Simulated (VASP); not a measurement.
Here is a VASP 6.6.1 calculation.

The input INCAR:

```
  ALGO = Normal
  EDIFF = 1E-6
  ENCUT = 500
  GGA = PS
  GGA_COMPAT = False
  ISIF = 2
  ISMEAR = 1
  LASPH = True
  LCHARG = False
  LREAL = False
  LWAVE = False
  NBANDS = 19
  NELM = 120
  PREC = Accurate
  SIGMA = 0.1
```

Contents of KPOINTS:

```
k-points
0
Gamma
  9 9 6
```

POSCAR

```
HfMo
1.0
    1.6712035000     -2.4724670000      0.0000000000
    1.6712035000      2.4724670000      0.0000000000
    0.0000000000      0.0000000000      4.4470110000
Hf Mo
1 1
Direct
   -0.0089450000     -0.0113060000      0.0022800000
    0.4941130000      0.4945280000      0.5141880000
```

Potentials or basis: VASP PAW PBE potentials, release 64 (Hf_pv, Mo_sv).

Command:

```bash
$ cat potpaw_PBE.64/Hf_pv/POTCAR potpaw_PBE.64/Mo_sv/POTCAR > POTCAR
$ mpirun -np 1 vasp_std > vasp.out
```

**Question.** What does it give for the band gap on the k mesh?

**Answer.** Zero (bands 12 and 13 overlap by 2.19 eV).

**Question.** Predict the pressure.

**Answer.** -6.4 GPa.

Stress tensor (GPa, compression positive):
```
-6.14  0.00  0.06
 0.00 -6.66  0.01
 0.06  0.01 -6.31
```

Caveat: the cell stands under tension; the PAW data sets were made with another functional, which shifts forces and pressure a little; spin-orbit coupling is left out, which moves the levels of the heavy elements.
